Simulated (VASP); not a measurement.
Crystal: CdTe.

```
Cd Te
1.0
     0.00000    3.31374    3.31374
     3.31374    0.00000    3.31374
     3.31374    3.31374    0.00000
Cd Te
1 1
Direct
  0.00000 0.00000 0.00000
  0.25000 0.25000 0.25000
```

This cell differs from its parent crystal: strain +1.0%.

Base run:

| Quantity | Value |
| --- | --- |
| Program | VASP 6.6.1 |
| Functional | PBE |
| Potentials or basis | VASP PAW PBE potentials, release 64 (Cd, Te) |
| Cutoff | 520 eV |
| k mesh | 6 × 6 × 6 |
| Occupations | fermi-dirac, width 0.02 eV |
| Spin | no spin polarisation |

Its results: band gap on the k mesh 0.57 eV, direct; pressure 0.0 GPa.

Problem. The run is repeated on the same cell with these changes: functional from PBE to r2SCAN; occupations from fermi-dirac, width 0.02 eV to gaussian, width 0.01 eV. What comes out?

Solution. Band gap on the k mesh 1.05 eV, direct; pressure -1.1 GPa.

Caveats: spin-orbit coupling is left out, which moves the levels of the heavy elements; the PAW data sets were made with another functional, which shifts forces and pressure a little (some runs).

